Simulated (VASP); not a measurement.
Wanted: the native input for a VASP 6.6.1 run.

```
Task                   : single point
Functional             : PBE
Dispersion             : D3(BJ)
Potentials or basis    : VASP PAW PBE potentials, release 64 (Sn_d, O)
Cutoff                 : 520 eV
k mesh                 : 12 × 12 × 4
Occupations            : gaussian, width 0.05 eV
Spin                   : no spin polarisation
Dipole correction      : no
Further INCAR settings : ALGO = Normal; EDIFF = 1e-06; NBANDS = 35
```

The structure of SnO2 lies in POSCAR:

```
SnO2
1.0
    3.2115702651      0.0000000000      0.0000000000
   -1.6057851326      2.7813014356      0.0000000000
    0.0000000000      0.0000000000      9.1791959822
Sn O
2 4
Direct
    0.0000000000      0.0000000000      0.5000000000
    0.0000000000      0.0000000000      0.0000000000
    0.6666666667      0.3333333333      0.4018666787
    0.6666666667      0.3333333333      0.0981333213
    0.3333333333      0.6666666667      0.5981333213
    0.3333333333      0.6666666667      0.9018666787
```

This cell differs from its parent crystal: strain -0.1125 x Voigt [0, 0, 1, 0, 0, 0].

The input as run:

INCAR

```
PREC     = Accurate       # precision mode
ENCUT    = 520            # plane-wave cutoff, eV
EDIFF    = 1E-6           # SCF threshold, eV
ISMEAR   = 0              # smearing method
SIGMA    = 0.05           # smearing width, eV
LREAL    = False          # projectors in reciprocal space
LASPH    = True           # aspherical terms in the spheres
NELM     = 80             # most SCF steps
ALGO     = Normal         # electronic algorithm
ISIF     = 2              # what is computed and relaxed
LWAVE    = False          # write WAVECAR
LCHARG   = True           # write CHGCAR
GGA      = PE             # functional
IVDW     = 12             # dispersion correction
LELF     = True           # ELF
LVHAR    = True         
NBANDS   = 35             # bands
```

KPOINTS

```
Automatic mesh
0
Gamma
  12 12 4
```

Potentials or basis: VASP PAW PBE potentials, release 64 (Sn_d, O).

Run with:

```sh
$ cat potpaw_PBE.64/Sn_d/POTCAR potpaw_PBE.64/O/POTCAR > POTCAR
$ mpirun -np 1 vasp_std > vasp.out
```

It gave:

- Pressure: 12.7 GPa
- Largest force: 1.490 eV/Å
- Band gap on the k mesh: 1.77 eV (least direct gap 2.37 eV)
- Dispersion energy per atom: -0.188 eV

Caveat: the cell differs from its parent crystal (strain -0.1125 x Voigt [0, 0, 1, 0, 0, 0]); the cell stands under pressure; spin-orbit coupling is left out, which moves the levels of the heavy elements; forces of over 1 eV/Å act on the atoms, so gaps and moduli don't describe the material at rest.

Run time: 64 s on 1 thread of AMD EPYC 9R45 96-Core Processor (Zen 5), on a shared host, peak memory 0.25 GiB.
